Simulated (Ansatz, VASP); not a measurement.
**KCl in VASP and in Ansatz**

The input INCAR:

```
SYSTEM = KCl
  PREC = Accurate
  ENCUT = 500
  EDIFF = 1E-6
  ISMEAR = -1
  SIGMA = 0.05
  LREAL = .FALSE.
  LASPH = .TRUE.
  NELM = 120
  ALGO = Normal
  ISIF = 2
  LWAVE = .FALSE.
  LCHARG = .TRUE.
  GGA = PS
  LELF = .TRUE.
  LVHAR = .TRUE.
  NBANDS = 15
  GGA_COMPAT = .FALSE.
```

Contents of KPOINTS:

```
regular mesh
0
G
  6 6 6
  0 0 0
```

Contents of POSCAR:

```
KCl
1.0
    0.0000000000      3.1464700000      3.0835406000
    3.1464700000      0.0000000000      3.0835406000
    3.1464700000      3.1464700000      0.0000000000
K Cl
1 1
Direct
    0.0000000000      0.0000000000      0.0000000000
    0.5000000000      0.5000000000      0.5000000000
```

The input input.yaml:

```yaml
crystal:
  lattice:
    - [0.0, 3.14647, 3.0835406]
    - [3.14647, 0.0, 3.0835406]
    - [3.14647, 3.14647, 0.0]
  atoms:
    - { symbol: K, position: [0.0, 0.0, 0.0] }
    - { symbol: Cl, position: [0.5, 0.5, 0.5] }
hamiltonian:
  xc: pbesol
  pseudopotentials: { kind: paw }
kpoints:
  mp_grid: { grid: [6, 6, 6] }
scf:
  occupations: { method: fermi_dirac, width: 0.05 }
output:
  forces: true
  stress: true
  eigenvalues: true
```

Alike in both runs: task single point; functional PBEsol; k mesh 6 × 6 × 6; occupations fermi-dirac, width 0.05 eV; no spin polarisation.

```csv
,VASP,Ansatz
version,VASP 6.6.1,Ansatz 0.2.0
potentials or method,"VASP PAW PBE potentials, release 64 (K_sv, Cl)",Ansatz PAW
plane-wave cutoff (eV),500,420
valence electrons in the cell,16,16
```

Ansatz gave:

| Quantity | Value |
| --- | --- |
| gap on the k mesh at the Fermi level (eV) | 5.08 |
| least direct gap on the mesh (eV) | 5.08 |
| pressure (GPa) | 0.0 |
| traceless stress, the component that is largest in VASP (GPa) | 0.51 |

**Question.** Estimate VASP's values.

**Answer.** gap on the k mesh at the Fermi level (eV): 5.07; least direct gap on the mesh (eV): 5.07; pressure (GPa): 0.0; traceless stress, the component that is largest in VASP (GPa): 0.52.

VASP's potentials were made for PBE, not for PBEsol.
